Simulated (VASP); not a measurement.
Set up this calculation in VASP 6.6.1, as the native input.

```
Task                   : single point
Functional             : PBEsol
Potentials or basis    : VASP PAW PBE potentials, release 64 (Sn_d, Al)
Cutoff                 : 500 eV
k mesh                 : 7 × 7 × 8
Occupations            : fermi-dirac, width 0.05 eV
Spin                   : no spin polarisation
Dipole correction      : no
Further INCAR settings : ALGO = Normal; EDIFF = 1e-06; NBANDS = 16
```

The structure of AlSn lies in POSCAR:

```
AlSn
1.0
    3.5471488429      0.0000000000      0.0000000000
   -1.7735744214      3.0719210090      0.0000000000
    0.0000000000      0.0000000000      3.2893854807
Sn Al
1 1
Direct
    0.3333333333      0.6666666667      0.5000000000
    0.0000000000      0.0000000000      0.0000000000
```

One way to write it, as run:

INCAR

```
SYSTEM = AlSn
ALGO = Normal
EDIFF = 1E-6
ENCUT = 500
GGA = PS
GGA_COMPAT = .False.
ISIF = 2
ISMEAR = -1
LASPH = .True.
LCHARG = .True.
LELF = .True.
LREAL = .False.
LVHAR = .True.
LWAVE = .False.
NBANDS = 16
NELM = 120
PREC = Accurate
SIGMA = 0.05
```

KPOINTS

```
k-points
0
Gamma
  7 7 8
  0 0 0
```

Potentials or basis: VASP PAW PBE potentials, release 64 (Sn_d, Al).

Launch:

```bash
$ cat potpaw_PBE.64/Sn_d/POTCAR potpaw_PBE.64/Al/POTCAR > POTCAR
$ mpirun -np 1 vasp_std > vasp.out
```

Results of the run:

* Pressure: 30.0 GPa

Caveat: the PAW data sets were made with another functional, which shifts forces and pressure a little.

It took 14 s on 1 thread of Intel Xeon 6975P-C (shared host), peak memory 0.16 GiB.
